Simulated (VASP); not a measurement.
Here is a VASP 6.6.1 calculation.

POSCAR

```
AgCl
1.0
    3.3955880235      0.0000000000      0.0000000000
    0.0000000000      3.3955880235      0.0000000000
    0.0000000000      0.0000000000      3.3955880235
Ag Cl
1 1
Direct
    0.0000000000      0.0000000000      0.0000000000
    0.5000000000      0.5000000000      0.5000000000
```

INCAR.step1

```
SYSTEM = AgCl
ALGO     = Normal         ! electronic algorithm
EDIFF    = 1E-5           ! SCF threshold, eV
ENCUT    = 520            ! plane-wave cutoff, eV
GGA      = PE             ! functional
ISIF     = 2              ! what is computed and relaxed
ISMEAR   = 0              ! smearing method
LASPH    = .True.         ! aspherical terms in the spheres
LREAL    = .False.        ! projectors in reciprocal space
LWAVE    = .True.         ! write WAVECAR
NBANDS   = 16             ! bands
NELM     = 80             ! most SCF steps
PREC     = Accurate       ! precision mode
SIGMA    = 0.01           ! smearing width, eV
```

Contents of INCAR.step2:

```
SYSTEM = AgCl
AEXX     = 0.25           ! exact-exchange fraction
ALGO     = Normal         ! electronic algorithm
EDIFF    = 1E-7           ! SCF threshold, eV
ENCUT    = 520            ! plane-wave cutoff, eV
ISIF     = 2              ! what is computed and relaxed
ISMEAR   = 0              ! smearing method
ISTART   = 1            
LASPH    = .True.         ! aspherical terms in the spheres
LCHARG   = .True.         ! write CHGCAR
LELF     = .True.         ! ELF
LHFCALC  = .True.         ! exact exchange
LMIXTAU  = .True.       
LREAL    = .False.        ! projectors in reciprocal space
LVHAR    = .True.       
LWAVE    = .False.        ! write WAVECAR
METAGGA  = R2SCAN         ! meta-GGA
NBANDS   = 16             ! bands
NELM     = 80             ! most SCF steps
PREC     = Accurate       ! precision mode
PRECFOCK = Normal       
SIGMA    = 0.01           ! smearing width, eV
```

File KPOINTS:

```
k-points
0
Gamma
  6 6 6
  0 0 0
```

Potentials or basis: VASP PAW PBE potentials, release 64 (Ag, Cl).

Run with:

```console
$ cat potpaw_PBE.64/Ag/POTCAR potpaw_PBE.64/Cl/POTCAR > POTCAR
$ cp INCAR.step1 INCAR
$ mpirun -np 1 vasp_std > vasp.out
$ cp INCAR.step2 INCAR
$ mpirun -np 1 vasp_std > vasp.out
```

Question: What does it give for the band gap on the k mesh?

Answer: 3.12 eV (least direct gap 4.71 eV).

Question: What does it give for the pressure?

Answer: 0.1 GPa.

Caveat: the PAW data sets were made with another functional, which shifts forces and pressure a little. A k mesh can miss the band edges.
